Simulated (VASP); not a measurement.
TiAl3:

```
Ti Al
1.0
    -1.92376    1.92376    4.30902
     1.92376   -1.92376    4.30902
     1.92376    1.92376   -4.30902
Ti Al
1 3
Direct
  0.00000 0.00000 0.00000
  0.25000 0.75000 0.50000
  0.75000 0.25000 0.50000
  0.50000 0.50000 0.00000
```

This cell differs from its parent crystal: volume scaled by 1.02.

Base run:

* Program: VASP 6.6.1
* Functional: PBE
* Potentials or basis: VASP PAW PBE potentials, release 64 (Ti_sv, Al)
* Cutoff: 520 eV
* k mesh: 10 × 10 × 10
* Occupations: fermi-dirac, width 0.05 eV
* Spin: no spin polarisation

Its results: pressure -0.2 GPa.

Task: The run is repeated on the same cell with these changes: functional from PBE to PBEsol. What comes out?

Result: Pressure -2.6 GPa.

PBEsol binds more tightly than PBE, so the same cell stands under less pressure.

Caveats: the PAW data sets were made with another functional, which shifts forces and pressure a little (some runs).
